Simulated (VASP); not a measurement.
A run of VASP 6.6.1 is set up as follows.

INCAR

```
PREC = Accurate
ENCUT = 520
EDIFF = 1E-7
ISMEAR = 0
SIGMA = 0.15
LREAL = F
LASPH = T
NELM = 80
ALGO = Fast
ISIF = 2
LWAVE = F
LCHARG = T
GGA = PS
LELF = T
LVHAR = T
NBANDS = 18
```

File KPOINTS:

```
regular mesh
0
Gamma
  24 24 12
```

POSCAR

```
Au
1.0
    2.7935603680      0.0000000000      0.0000000000
   -1.3967801840      2.4192942457      0.0000000000
    0.0000000000      0.0000000000      4.9103424640
Au
2
Direct
    0.3333333333      0.6666666667      0.7500000000
    0.6666666667      0.3333333333      0.2500000000
```

Potentials or basis: VASP PAW PBE potentials, release 64 (Au).

Launch:

```console
$ cat potpaw_PBE.64/Au/POTCAR > POTCAR
$ mpirun -np 1 vasp_std > vasp.out
```

Task: What does it give for the pressure?

Result: 5.3 GPa.

Task: Predict the band gap on the k mesh.

Result: Zero (bands 11 and 12 overlap by 7.19 eV).

Stress tensor (GPa, compression positive):
```
7.17 0.00 0.00
0.00 7.17 0.00
0.00 0.00 1.66
```

Caveat: the cell differs from its parent crystal (strain -0.025 along x and y, +0.025 along z); the stress differs along the axes, from 2 to 7 GPa; the PAW data sets were made with another functional, which shifts forces and pressure a little; spin-orbit coupling is left out, which moves the levels of the heavy elements.
